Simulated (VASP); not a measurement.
# W3O (P4_2mc) in VASP: a series of runs

W3O is run at these levels: PBEsol; tasks: single point.

Everything below comes from runs of VASP 6.6.1. Logs are shortened: lines on timing, memory, paths and dates and some standing lists are left out, and cuts for length are marked.

**1. The cell of the first run**

It takes space group P4_2mc (No. 105, tetragonal). Conventional cell: a = 4.831 Å, b = 4.831 Å, c = 4.831 Å, α = 90.00°, β = 90.00°, γ = 90.00°. Within 3.2 Å of W (site symmetry 2mm) lie 10 W at 2.42 to 2.96 Å and 4 O at 2.66 to 2.75 Å. W (site symmetry m) has 10 W at 2.42 to 2.96 Å and 4 O at 2.61 to 2.79 Å within 3.2 Å. O (site symmetry 2mm) has 12 W at 2.61 to 2.79 Å within 3.4 Å.

**2. Single point, PBEsol (all W atoms moved -0.100 Å, as atom 1 along Cartesian [0 1 0])**

Input file INCAR:

```
SYSTEM = W3O
ALGO = Normal
EDIFF = 1E-7
ENCUT = 520
GGA = PS
ISIF = 2
ISMEAR = 0
LASPH = .True.
LCHARG = .False.
LREAL = .False.
LWAVE = .False.
NBANDS = 58
NELM = 100
PREC = Accurate
SIGMA = 0.15
```

Input file KPOINTS:

```
k-points
0
Gamma
  8 8 8
  0 0 0
```

Input file POSCAR:

```
W3O
1.0
    4.8313496810      0.0000000000      0.0000000000
    0.0000000000      4.8313496810      0.0000000000
    0.0000000000      0.0000000000      4.8313496810
W O
6 2
Direct
    0.5000000000      0.7293018501      0.0000000000
    0.0000000000      0.4793018501      0.7500000000
    0.2500000000     -0.0206981499      0.5000000000
    0.5000000000      0.2293018501      0.0000000000
    0.0000000000      0.4793018501      0.2500000000
    0.7500000000     -0.0206981499      0.5000000000
    0.5000000000      0.5000000000      0.5000000000
    0.0000000000      0.0000000000      0.0000000000
```

Potentials or basis: VASP PAW PBE potentials, release 64 (W_sv, O).

Started as:

```sh
> cat potpaw_PBE.64/W_sv/POTCAR potpaw_PBE.64/O/POTCAR > POTCAR
> mpirun -np 1 vasp_std > vasp.out
```

OUTCAR:

```text
SYSTEM = W3O
   EDIFF = 1E-7
   ENCUT = 520
   GGA = PS
   ISIF = 2
   ISMEAR = 0
   LASPH = .True.
   LREAL = .False.
   NELM = 100
   PREC = Accurate

 ion  position               nearest neighbor table
   1  0.500  0.729  0.000-   4 2.42   4 2.42   7 2.66   7 2.66   6 2.96   3 2.96   3 2.96   6 2.96
                             2 2.96   5 2.96   2 2.96   5 2.96
   2  0.000  0.479  0.750-   5 2.42   5 2.42   8 2.61   7 2.70   7 2.70   3 2.96   4 2.96   1 2.96
                             3 2.96   6 2.96   1 2.96   4 2.96   6 2.96
   3  0.250  0.979  0.500-   6 2.42   6 2.42   7 2.61   8 2.70   8 2.70   2 2.96   4 2.96   1 2.96
                             4 2.96   5 2.96   2 2.96   5 2.96   1 2.96
   4  0.500  0.229  0.000-   1 2.42   1 2.42   8 2.66   8 2.66   6 2.96   2 2.96   3 2.96   6 2.96
                             3 2.96   2 2.96   5 2.96   5 2.96
   5  0.000  0.479  0.250-   2 2.42   2 2.42   8 2.61   7 2.70   7 2.70   1 2.96   3 2.96   4 2.96
                             3 2.96   6 2.96   1 2.96   4 2.96   6 2.96
   6  0.750  0.979  0.500-   3 2.42   3 2.42   7 2.61   8 2.70   8 2.70   2 2.96   1 2.96   1 2.96
                             4 2.96   4 2.96   2 2.96   5 2.96   5 2.96
   7  0.500  0.500  0.500-   3 2.61   6 2.61   1 2.66   1 2.66   2 2.70   5 2.70   2 2.70   5 2.70

   8  0.000  0.000  0.000-   2 2.61   5 2.61   4 2.66   4 2.66   6 2.70   3 2.70   6 2.70   3 2.70

  LATTYP: Found a simple cubic cell.
 ALAT       =     4.8313496810

  Lattice vectors:

 A1 = (   4.8313496810,   0.0000000000,   0.0000000000)
 A2 = (   0.0000000000,   4.8313496810,   0.0000000000)
 A3 = (   0.0000000000,   0.0000000000,   4.8313496810)

Analysis of symmetry for initial positions (statically):
=====================================================================
 Subroutine PRICEL returns:
 Original cell was already a primitive cell.

 Routine SETGRP: Setting up the symmetry group for a
 simple cubic supercell.

 Subroutine GETGRP returns: Found  8 space group operations
 (whereof  4 operations were pure point group operations)
 out of a pool of 48 trial point group operations.

The static configuration has the point symmetry C_2v.
 The point group associated with its full space group is C_4v.

Analysis of symmetry for dynamics (positions and initial velocities):
=====================================================================
 Subroutine PRICEL returns:
 Original cell was already a primitive cell.

 Routine SETGRP: Setting up the symmetry group for a
 simple cubic supercell.

 Subroutine GETGRP returns: Found  8 space group operations
 (whereof  4 operations were pure point group operations)
 out of a pool of 48 trial point group operations.

The dynamic configuration has the point symmetry C_2v.
 The point group associated with its full space group is C_4v.

 Subroutine INISYM returns: Found  8 space group operations
 (whereof  4 operations are pure point group operations),
 and found     1 'primitive' translations

----------------------------------------------------------------------------------------

                                     Primitive cell

  volume of cell :     112.7731

  direct lattice vectors                    reciprocal lattice vectors
     4.831349681  0.000000000  0.000000000     0.206981499  0.000000000  0.000000000
     0.000000000  4.831349681  0.000000000     0.000000000  0.206981499  0.000000000
     0.000000000  0.000000000  4.831349681     0.000000000  0.000000000  0.206981499

  length of vectors
     4.831349681  4.831349681  4.831349681     0.206981499  0.206981499  0.206981499

  position of ions in fractional coordinates (direct lattice)
     0.500000000  0.729301850  0.000000000
     0.000000000  0.479301850  0.750000000
     0.250000000  0.979301850  0.500000000
     0.500000000  0.229301850  0.000000000
     0.000000000  0.479301850  0.250000000
     0.750000000  0.979301850  0.500000000
     0.500000000  0.500000000  0.500000000
     0.000000000  0.000000000  0.000000000

  ion indices of the primitive-cell ions
   primitive index   ion index
                 1           1
                 2           2
                 3           3
                 4           4
                 5           5
                 6           6
                 7           7
                 8           8

----------------------------------------------------------------------------------------

 KPOINTS: k-points

Automatic generation of k-mesh.
 Grid dimensions read from file:
 generate k-points for:    8    8    8

 Generating k-lattice:

  Cartesian coordinates                     Fractional coordinates (reciprocal lattice)
     0.025872687  0.000000000  0.000000000     0.125000000  0.000000000  0.000000000
     0.000000000  0.025872687  0.000000000     0.000000000  0.125000000  0.000000000
     0.000000000  0.000000000  0.025872687     0.000000000  0.000000000  0.125000000

  Length of vectors
     0.025872687  0.025872687  0.025872687

  Shift w.r.t. Gamma in fractional coordinates (k-lattice)
     0.000000000  0.000000000  0.000000000

 Subroutine IBZKPT returns following result:
 ===========================================

 Found     75 irreducible k-points:

 Following reciprocal coordinates:
            Coordinates               Weight
  0.000000  0.000000  0.000000      1.000000
  0.125000  0.000000  0.000000      4.000000
  0.000000  0.125000  0.000000      2.000000
  0.250000  0.000000  0.000000      4.000000
  0.000000  0.250000  0.000000      2.000000
  0.375000  0.000000  0.000000      4.000000
[... 16 lines left out ...]
  0.375000  0.250000  0.000000      8.000000
  0.000000  0.375000  0.250000      8.000000
 [... further k-points ...]
   k-points           NKPTS =     75   k-points in BZ     NKDIM =     75   number of bands    NBANDS=     58
   number of dos      NEDOS =    301   number of ions     NIONS =      8
   total plane-waves  NPLWV =  46656
   dimension x,y,z NGX =    36 NGY =   36 NGZ =   36
   dimension x,y,z NGXF=    72 NGYF=   72 NGZF=   72
   ions per type =               6   2
   NGX,Y,Z   is equivalent  to a cutoff of  12.39, 12.39, 12.39 a.u.
   NGXF,Y,Z  is equivalent  to a cutoff of  24.78, 24.78, 24.78 a.u.
 SYSTEM =  W3O
   PREC   = accura    normal or accurate (medium, high low for compatibility)
   ISTART =      0    job   : 0-new  1-cont  2-samecut
   ICHARG =      2    charge: 1-file 2-atom 10-const
   ISPIN  =      1    spin polarized calculation?
   LNONCOLLINEAR =      F non collinear calculations
   LSORBIT =      F    spin-orbit coupling
   LASPH  =      T    aspherical Exc in radial PAW
   ENCUT  =  520.0 eV  38.22 Ry    6.18 a.u.   8.98  8.98  8.98*2*pi/ulx,y,z
   NELM   =    100;   NELMIN=  2; NELMDL= -5     # of ELM steps
   EDIFF  = 0.1E-06   stopping-criterion for ELM
   LREAL  =      F    real-space projection
   EDIFFG = 0.1E-05   stopping-criterion for IOM
   NSW    =      0    number of steps for IOM
   IBRION =     -1    ionic relax: 0-MD 1-quasi-New 2-CG
   NFREE  =      0    steps in history (QN), initial steepest desc. (CG)
   ISIF   =      2    stress and relaxation
   ISYM   =      2    0-nonsym 1-usesym 2-fastsym
   POTIM  = 0.5000    time-step for ionic-motion
   TEBEG  =    0.0;   TEEND  =   0.0 temperature during run
   PSTRESS=    0.0 pullay stress
   NELECT =      96.0000    total number of electrons
   NUPDOWN=      -1.0000    fix difference up-down
   EMIN   =  10.00;   EMAX   =-10.00  energy-range for DOS
   EFERMI =   0.00;   METHOD = LEGACY
   ISMEAR =     0;   SIGMA  =   0.15  broadening in eV -4-tet -1-fermi 0-gaus
   EFERMI_NEDOS =   21; number of points for ismear=-14 and -15
   IALGO  =     38    algorithm
   IMIX   =      4    mixing-type and parameters
     AMIX     =   0.40;   BMIX     =  1.00
     AMIX_MAG =   1.60;   BMIX_MAG =  1.00
  volume/ion in A,a.u.               =      14.10        95.13
  Fermi-wavevector in a.u.,A,eV,Ry     =   1.551542  2.931989 32.753053  2.407281
  Thomas-Fermi vector in A             =   2.656046
   LORBIT       =      0    0 simple, 1 ext, 2 COOP (PROOUT), +10 PAW based schemes
   GGA     = PS    functional components
   LHFCALC =     F    Hartree Fock is set to
   AEXX    =    0.0000 exact exchange contribution
   IVDW    =     0    specifies the selected vdW correction
   LEPSILON=     F    determine dielectric tensor
   LRPA    =     F    only Hartree local field effects (RPA)
 non-spin polarized calculation
 Gauss-broadening in eV      SIGMA  =   0.15
  energy-cutoff  :      520.00
  volume of cell :      112.77
 maximum number of plane-waves:      3060
 NGX is ok and might be reduce to    36
   NGX = 17   NGY = 17   NGZ = 17

 number of electron      95.9999985 magnetization

 Free energy of the ion-electron system (eV)
  ---------------------------------------------------
  ext. energy  EPLUGINS =         0.00000000
  ---------------------------------------------------
  free energy    TOTEN  =       -86.59959034 eV

  energy without entropy =      -86.52388326  energy(sigma->0) =      -86.56173680

 E-fermi :  10.0946     XC(G=0): -13.4035

 val. band max:       10.0939978235   @ k =   0.1250   0.0000   0.1250
 cond. band min:      10.0998116211   @ k =   0.1250   0.5000   0.1250
 fundamental gap:      0.0058137977
 Fermi energy:        10.0946260226

 k-point     1 :       0.0000    0.0000    0.0000
  band No.  band energies     occupation
      1     -64.1034      2.00000
      2     -64.0386      2.00000
      3     -64.0358      2.00000
      4     -63.8026      2.00000
      5     -63.8026      2.00000
      6     -63.7986      2.00000
[... 50 lines left out ...]
     57      13.5783      0.00000
     58      14.1635      0.00000

 k-point     2 :       0.1250    0.0000    0.0000
  band No.  band energies     occupation
      1     -64.0986      2.00000
      2     -64.0386      2.00000
      3     -64.0312      2.00000
      4     -63.8124      2.00000
      5     -63.8026      2.00000
      6     -63.7987      2.00000
[... 1337 lines left out ...]
      2     -64.0267      2.00000
      3     -63.9716      2.00000
      4     -63.8784      2.00000
      5     -63.8399      2.00000
      6     -63.8026      2.00000
[... 50 lines left out ...]
     57      12.9164      0.00000
     58      12.9177      0.00000

 [... further k-points ...]

------------------------ aborting loop because EDIFF is reached ----------------------------------------

  FORCE on cell =-STRESS in cart. coord.  units (eV):
  Direction    XX          YY          ZZ          XY          YZ          ZX
  --------------------------------------------------------------------------------------
  -------------------------------------------------------------------------------------
  Total        0.7834216      0.7111984      0.7834216      0.0000000      0.0000000      0.0000000
  in kB       11.1301417     10.1040605     11.1301417      0.0000000      0.0000000      0.0000000
  external PRESSURE =      10.7881146 kB  Pullay stress =       0.0000000 kB

 VOLUME and BASIS-vectors are now :
 -----------------------------------------------------------------------------
  energy-cutoff  :      520.00
  volume of cell :      112.77
      direct lattice vectors                 reciprocal lattice vectors
     4.831349681  0.000000000  0.000000000     0.206981499  0.000000000  0.000000000
     0.000000000  4.831349681  0.000000000     0.000000000  0.206981499  0.000000000
     0.000000000  0.000000000  4.831349681     0.000000000  0.000000000  0.206981499

 POSITION                                       TOTAL-FORCE (eV/Angst)
 -----------------------------------------------------------------------------------
      2.41567      3.52351      0.00000         0.000000     -0.116012      0.000000
      0.00000      2.31567      3.62351         0.000000     -0.157939     -0.022543
      1.20784      4.73135      2.41567        -0.022543     -0.157939      0.000000
      2.41567      1.10784      0.00000         0.000000     -0.116012      0.000000
      0.00000      2.31567      1.20784         0.000000     -0.157939      0.022543
      3.62351      4.73135      2.41567         0.022543     -0.157939      0.000000
      2.41567      2.41567      2.41567         0.000000      0.431890      0.000000
      0.00000      0.00000      0.00000         0.000000      0.431890      0.000000
 -----------------------------------------------------------------------------------
    total drift:                                0.000000     -0.000081     -0.000001

  FREE ENERGIE OF THE ION-ELECTRON SYSTEM (eV)
  ---------------------------------------------------
  free  energy   TOTEN  =       -86.5995903370 eV

  energy  without entropy=      -86.5238832607  energy(sigma->0) =      -86.56173680
```

Wall time 5.3 min (1 thread of AMD EPYC 9R14 (Zen 4), shared host); peak memory 0.42 GiB.

Results:

```yaml
Free_energy: -86.5996 eV
Pressure: 1.1 GPa
Largest_force: 0.432 eV/Å
Band_gap_on_the_k_mesh: zero (band 48 reaches 10.54 eV, above the bottom of band 49 at 9.62 eV)
```

Forces on the atoms (eV/Å):
```
W    0.000 -0.116  0.000
W    0.000 -0.158 -0.023
W   -0.023 -0.158  0.000
W    0.000 -0.116  0.000
W    0.000 -0.158  0.023
W    0.023 -0.158  0.000
O    0.000  0.432  0.000
O    0.000  0.432  0.000
```

Caveat: the cell differs from its parent crystal (all W atoms moved -0.100 Å, as atom 1 along Cartesian [0 1 0]); the PAW data sets were made with another functional, which shifts forces and pressure a little; spin-orbit coupling is left out, which moves the levels of the heavy elements.

**3. Single point, PBEsol (all W atoms moved +0.075 Å, as atom 1 along Cartesian [0 1 0])**

Input file INCAR:

```
SYSTEM = W3O
PREC = Accurate
ENCUT = 520
EDIFF = 1E-6
ISMEAR = 0
SIGMA = 0.15
LREAL = .FALSE.
LASPH = .TRUE.
NELM = 60
ALGO = Normal
ISIF = 2
LWAVE = .FALSE.
LCHARG = .TRUE.
GGA = PS
LELF = .TRUE.
LVHAR = .TRUE.
NBANDS = 58
```

Input file KPOINTS:

```
regular mesh
0
G
  8 8 8
  0 0 0
```

Input file POSCAR:

```
W3O
1.0
    4.8313496810      0.0000000000      0.0000000000
    0.0000000000      4.8313496810      0.0000000000
    0.0000000000      0.0000000000      4.8313496810
W O
6 2
Direct
    0.5000000000      0.7655236124      0.0000000000
    0.0000000000      0.5155236124      0.7500000000
    0.2500000000      0.0155236124      0.5000000000
    0.5000000000      0.2655236124      0.0000000000
    0.0000000000      0.5155236124      0.2500000000
    0.7500000000      0.0155236124      0.5000000000
    0.5000000000      0.5000000000      0.5000000000
    0.0000000000      0.0000000000      0.0000000000
```

Potentials or basis: VASP PAW PBE potentials, release 64 (W_sv, O).

Started as:

```sh
> cat potpaw_PBE.64/W_sv/POTCAR potpaw_PBE.64/O/POTCAR > POTCAR
> mpirun -np 1 vasp_std > vasp.out
```

Run time: 5.1 min. Hardware: 1 thread of AMD EPYC 9R14 (Zen 4), shared host; peak memory 0.41 GiB.

Results (log left out):

- Free energy: -86.5807 eV
- Pressure: 1.0 GPa
- Largest force: 0.324 eV/Å
- Band gap on the k mesh: zero (band 48 reaches 10.54 eV, above the bottom of band 49 at 9.61 eV)

Forces on the atoms (eV/Å):
```
W    0.000  0.086  0.000
W    0.000  0.119 -0.013
W   -0.013  0.119  0.000
W    0.000  0.086  0.000
W    0.000  0.119  0.013
W    0.013  0.119  0.000
O    0.000 -0.324  0.000
O    0.000 -0.324  0.000
```

Levels at points of the mesh, in eV from the Fermi level:
```csv
k point,band 45,band 46,band 47,band 48,band 49,band 50,band 51,band 52
"(0.00, 0.00, 0.00)",-1.41,-0.73,0.14,0.14,0.14,1.40,1.41,1.41
"(0.50, 0.00, 0.00)",-0.91,-0.90,0.34,0.45,0.46,0.58,1.08,1.09
"(0.00, 0.50, 0.00)",-0.90,-0.90,0.42,0.42,0.46,0.46,1.09,1.09
"(0.50, 0.50, 0.00)",-0.93,-0.34,-0.32,-0.31,-0.17,-0.15,-0.12,0.17
"(0.50, 0.00, 0.50)",-0.93,-0.33,-0.33,-0.33,-0.18,-0.18,-0.13,0.17
"(0.50, 0.50, 0.50)",-1.05,-1.05,-1.01,-1.01,-0.23,-0.23,0.66,0.66
```

Caveat: the cell differs from its parent crystal (all W atoms moved +0.075 Å, as atom 1 along Cartesian [0 1 0]); the PAW data sets were made with another functional, which shifts forces and pressure a little; spin-orbit coupling is left out, which moves the levels of the heavy elements.

(Continued in part 2 of 2.)
